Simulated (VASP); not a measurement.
Set up this calculation in VASP 6.6.1, as the native input.

| Property | Result |
| --- | --- |
| Task | single point |
| Functional | LDA |
| Potentials or basis | VASP PAW LDA potentials, release 64 (B_h, N_h) |
| Cutoff | 1330 eV |
| k mesh | 9 × 9 × 9 |
| Occupations | gaussian, width 0.02 eV |
| Spin | no spin polarisation |
| Dipole correction | no |
| Further INCAR settings | ALGO = Normal; EDIFF = 1e-06; NBANDS = 11 |

The structure of BN lies in POSCAR:

```
BN
1.0
    0.0214330961      1.7844890017      1.7844890017
    1.7844890017      0.0214330961      1.7844890017
    1.7844890017      1.7844890017      0.0214330961
B N
1 1
Direct
    0.0002179651      0.0002179651      0.0002179651
    0.2497820349      0.2497820349      0.2497820349
```

This cell differs from its parent crystal: strained cell.

These files were run (other wordings do the same):

INCAR

```
SYSTEM = BN
PREC = Accurate
ENCUT = 1330
EDIFF = 1E-6
ISMEAR = 0
SIGMA = 0.02
LREAL = .False.
LASPH = .True.
NELM = 120
ALGO = Normal
ISIF = 2
LWAVE = .False.
LCHARG = .True.
LELF = .True.
LVHAR = .True.
NBANDS = 11
GGA_COMPAT = .False.
```

KPOINTS

```
Automatic mesh
0
Gamma
  9 9 9
  0 0 0
```

Potentials or basis: VASP PAW LDA potentials, release 64 (B_h, N_h).

The run is started by

```sh
$ cat potpaw_LDA.64/B_h/POTCAR potpaw_LDA.64/N_h/POTCAR > POTCAR
$ mpirun -np 1 vasp_std > vasp.out
```

It gave:

* Pressure: 12.7 GPa
* Largest force: 0.004 eV/Å
* Band gap on the k mesh: 4.53 eV (least direct gap 8.53 eV)

Caveat: the cell differs from its parent crystal (strained cell); the cell stands under pressure.

Run time: 24 s on 1 thread of AMD EPYC 7R13 Processor (Zen 3) (shared host), peak memory 0.14 GiB.
